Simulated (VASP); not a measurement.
Here is a VASP 6.6.1 calculation.

INCAR

```
  PREC = Accurate
  ENCUT = 520
  EDIFF = 1E-6
  ISMEAR = 0
  SIGMA = 0.15
  LREAL = F
  LASPH = T
  NELM = 100
  ALGO = Fast
  ISIF = 2
  LWAVE = F
  LCHARG = T
  GGA = PS
  LELF = T
  LVHAR = T
  NBANDS = 46
```

KPOINTS

```
Automatic mesh
0
Gamma
  12 12 12
```

File POSCAR:

```
Ir
1.0
   -3.8394000000      3.8394000000      0.0000000000
   -3.8394000000      0.0000000000      3.8394000000
    0.0000000000      3.8394000000      3.8394000000
Ir
8
Direct
   -0.0725266058      0.0000000000      0.0000000000
    0.5000000000      0.0000000000      0.0000000000
    0.0000000000      0.5000000000      0.0000000000
    0.0000000000      0.0000000000      0.5000000000
    0.5000000000      0.5000000000      0.0000000000
    0.5000000000      0.0000000000      0.5000000000
    0.0000000000      0.5000000000      0.5000000000
    0.5000000000      0.5000000000      0.5000000000
```

Potentials or basis: VASP PAW PBE potentials, release 64 (Ir).

The run is started by

```sh
$ cat potpaw_PBE.64/Ir/POTCAR > POTCAR
$ mpirun -np 1 vasp_std > vasp.out
```

Estimate the pressure.

6.4 GPa.

What does it give for the band gap on the k mesh?

Zero (bands 36 and 37 overlap by 2.12 eV).

Forces in eV/Å, atoms in the order of the input:
```
Ir  -5.707  5.707  0.000
Ir   3.327 -3.327  0.000
Ir   0.955 -0.091 -0.944
Ir   0.091 -0.955 -0.944
Ir   0.091 -0.955  0.944
Ir   0.955 -0.091  0.944
Ir   0.079 -0.079  0.000
Ir   0.210 -0.210  0.000
```

Caveat: the cell differs from its parent crystal (atom 1 (Ir) moved +0.394 Å towards its neighbour atom 2 (Ir) at 2.715 Å); the cell stands under pressure; the PAW data sets were made with another functional, which shifts forces and pressure a little; spin-orbit coupling is left out, which moves the levels of the heavy elements.
